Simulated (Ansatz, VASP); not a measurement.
# W in VASP and in Ansatz

```
CELL_PARAMETERS angstrom
0.00000 2.01638 2.01638
2.01638 0.00000 2.01638
2.01638 2.01638 0.00000
ATOMIC_POSITIONS crystal
W 0.00000 0.00000 0.00000
```

Change from the starting cell: volume scaled by 0.98.

Alike in both runs: task single point; functional LDA; k mesh 14 × 14 × 14; occupations fermi-dirac, width 0.05 eV; no spin polarisation.

|  | VASP | Ansatz |
| --- | --- | --- |
| version | VASP 6.6.1 | Ansatz 0.2.0 |
| potentials or method | VASP PAW LDA potentials, release 64 (W_sv), cutoff 520 eV | all-electron LAPW, scalar-relativistic |

```csv
,VASP,Ansatz,Ansatz less VASP
pressure (GPa),-11.2,-12.6,-1.47
```

LDA's correlation is that of Perdew and Zunger in VASP and of Perdew and Wang (1992) in Ansatz. Ansatz ran all-electron here, and VASP with PAW potentials.

Neither program's run includes spin-orbit coupling.
